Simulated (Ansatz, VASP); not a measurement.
## SnO: VASP beside Ansatz

File POSCAR:

```
SnO
1.0
    4.1663483580      0.0000000000      0.0000000000
   -2.0831741790      3.6081635191      0.0000000000
    0.0000000000      0.0000000000      5.2367472774
Sn O
2 2
Direct
    0.3333333333      0.6666666667      0.2500000000
    0.6666666667      0.3333333333      0.7500000000
    0.6666666667      0.3333333333      0.2500000000
    0.3333333333      0.6666666667      0.7500000000
```

INCAR.step1

```
PREC = Accurate
ENCUT = 520
ISMEAR = 0
SIGMA = 0.01
LREAL = False
LASPH = True
NELM = 100
NBANDS = 28
GGA = PE
ALGO = Normal
EDIFF = 1E-4
LWAVE = True
LCHARG = False
```

Contents of INCAR.step2:

```
PREC = Accurate
ENCUT = 520
EDIFF = 1E-6
ISMEAR = 0
SIGMA = 0.01
LREAL = False
LASPH = True
NELM = 100
ALGO = Normal
ISIF = 2
LWAVE = False
LCHARG = False
METAGGA = R2SCAN
LMIXTAU = True
NBANDS = 28
ISTART = 1
```

The input KPOINTS:

```
Automatic mesh
0
Gamma
  6 6 4
```

Input for Ansatz:

```yaml
crystal:
  lattice:
    - [4.166348358, 0.0, 0.0]
    - [-2.083174179, 3.6081635191, 0.0]
    - [0.0, 0.0, 5.2367472774]
  atoms:
    - { symbol: Sn, position: [0.3333333333, 0.6666666667, 0.25] }
    - { symbol: Sn, position: [0.6666666667, 0.3333333333, 0.75] }
    - { symbol: O, position: [0.6666666667, 0.3333333333, 0.25] }
    - { symbol: O, position: [0.3333333333, 0.6666666667, 0.75] }
kpoints:
  mp_grid: { grid: [6, 6, 4] }
hamiltonian:
  xc: r2scan
scf:
  occupations: { method: fixed }
  n_extra_bands: 5
output:
  forces: true
  stress: true
  eigenvalues: true
```

Alike in both runs: task single point; functional r2SCAN; k mesh 6 × 6 × 4; no spin polarisation.

|  | VASP | Ansatz |
| --- | --- | --- |
| version | VASP 6.6.1 | Ansatz 0.2.0 |
| potentials or method | VASP PAW PBE potentials, release 64 (Sn_d, O) | plane waves, PAW |
| plane-wave cutoff (eV) | 520 | 500 |
| occupations | gaussian, width 0.01 eV | fixed |
| valence electrons in the cell | 40 | 40 |

```tsv
	VASP	Ansatz	Ansatz less VASP
gap on the k mesh at the Fermi level (eV)	0.64	0.64	+0.003
pressure (GPa)	-2.1	-2.2	-0.19
traceless stress, the component that is largest in VASP (GPa)	0.01	0.15	+0.137
```

VASP's potentials were made for PBE, not for r2SCAN.
